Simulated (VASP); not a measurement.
Here is a VASP 6.6.1 calculation.

File INCAR:

```
ALGO = Normal ; EDIFF = 1E-7
EDIFFG = -0.008 ; ENCUT = 600
GGA = PE ; IBRION = 2
ISIF = 3 ; ISMEAR = 0
LASPH = True ; LCHARG = False
LREAL = False ; LWAVE = False
NELM = 80 ; NSW = 70
PREC = Accurate ; PSTRESS = -10.0
SIGMA = 0.02
```

KPOINTS

```
k-points
0
Gamma
  8 8 8
```

POSCAR

```
NaF
1.0
    0.0000000000      2.3579558482      2.3579558482
    2.3579558482      0.0000000000      2.3579558482
    2.3579558482      2.3579558482      0.0000000000
Na F
1 1
Direct
    0.0000000000      0.0000000000      0.0000000000
    0.5000000000      0.5000000000      0.5000000000
```

Potentials or basis: VASP PAW PBE potentials, release 64 (Na_pv, F).

The run is started by

```sh
$ cat potpaw_PBE.64/Na_pv/POTCAR potpaw_PBE.64/F/POTCAR > POTCAR
$ mpirun -np 1 vasp_std > vasp.out
```

Problem. What does it give for the space group after relaxing (to 0.05 Å)?

Solution. Fm-3m (No. 225).

Problem. Estimate the relaxed volume.

Solution. 13.20 Å³/atom.

Final structure:
```xyz
2
Lattice="0.0000 2.3635 2.3635 2.3635 0.0000 2.3635 2.3635 2.3635 0.0000" Properties=species:S:1:pos:R:3 pbc="T T T"
Na    0.0000    0.0000    0.0000
F     2.3635    2.3635    2.3635
```

Caveat: the cell is relaxed towards a set pressure, so the enthalpy falls and the energy may rise.
